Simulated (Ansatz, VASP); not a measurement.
## GaSb in VASP and in Ansatz

Contents of POSCAR:

```
GaSb
1.0
    0.0000000000      3.0590000000      3.0590000000
    3.0590000000      0.0000000000      3.0590000000
    3.0590000000      3.0590000000      0.0000000000
Sb Ga
1 1
Direct
    0.7500000000      0.7500000000      0.7500000000
    0.0000000000      0.0000000000      0.0000000000
```

INCAR.step1

```
SYSTEM = GaSb
PREC = Accurate
ENCUT = 400
EDIFF = 1E-5
ISMEAR = -1
SIGMA = 0.05
LREAL = .False.
LASPH = .True.
NELM = 120
ALGO = Normal
ISIF = 2
LWAVE = .True.
LCHARG = .False.
GGA = PE
NBANDS = 21
GGA_COMPAT = .False.
```

INCAR.step2

```
SYSTEM = GaSb
PREC = Accurate
ENCUT = 400
EDIFF = 1E-6
ISMEAR = -1
SIGMA = 0.05
LREAL = .False.
LASPH = .True.
NELM = 120
ALGO = Normal
ISIF = 2
LWAVE = .False.
LCHARG = .False.
GGA = PS
LHFCALC = .True.
AEXX = 0.25
PRECFOCK = Normal
ISTART = 1
NBANDS = 21
GGA_COMPAT = .False.
```

File KPOINTS:

```
regular mesh
0
Gamma
  4 4 4
  0 0 0
```

Contents of input.yaml:

```yaml
crystal:
  lattice:
    - [0.0, 3.059, 3.059]
    - [3.059, 0.0, 3.059]
    - [3.059, 3.059, 0.0]
  atoms:
    - { symbol: Sb, position: [0.75, 0.75, 0.75] }
    - { symbol: Ga, position: [0.0, 0.0, 0.0] }
hamiltonian:
  xc: { exchange: pbesol, correlation: pbesol, exx: { coeff: 0.25 } }
  pseudopotentials: { kind: paw }
kpoints:
  mp_grid: { grid: [4, 4, 4] }
  band_path:
    path:
      - [[0.0, 0.0, 0.0], [0.5, 0.0, 0.5], [0.5, 0.25, 0.75], [0.375, 0.375, 0.75], [0.0, 0.0, 0.0], [0.5, 0.5, 0.5], [0.625, 0.25, 0.625], [0.5, 0.25, 0.75], [0.5, 0.5, 0.5], [0.375, 0.375, 0.75]]
      - [[0.625, 0.25, 0.625], [0.5, 0.0, 0.5]]
    npoints: 4
scf:
  occupations: { method: fermi_dirac, width: 0.05 }
  n_extra_bands: 6
output:
  forces: true
  stress: true
  eigenvalues: true
  fatbands: false
```

Alike in both runs: functional PBEsol-based global hybrid with a share of 0.25 of exact exchange; k mesh 4 × 4 × 4; occupations fermi-dirac, width 0.05 eV; no spin polarisation.

```csv
,VASP,Ansatz
version,VASP 6.6.1,Ansatz 0.2.0
potentials or method,"VASP PAW PBE potentials, release 64 (Sb_d_GW, Ga_d)",Ansatz PAW
plane-wave cutoff (eV),400,420
valence electrons in the cell,28,28
task,single point,band structure
```

Ansatz gave:

- gap on the k mesh at the Fermi level (eV): 1.44
- least direct gap on the mesh (eV): 1.44

Problem. Which values does VASP return?

Solution. gap on the k mesh at the Fermi level (eV): 1.49; least direct gap on the mesh (eV): 1.49.

VASP's potentials were made for PBE, not for PBEsol-based global hybrid. With one functional, cell and mesh, what is left measures potentials, basis and numerics.

The k mesh is coarse, so the values compare programs but aren't converged. Spin-orbit coupling is off throughout.
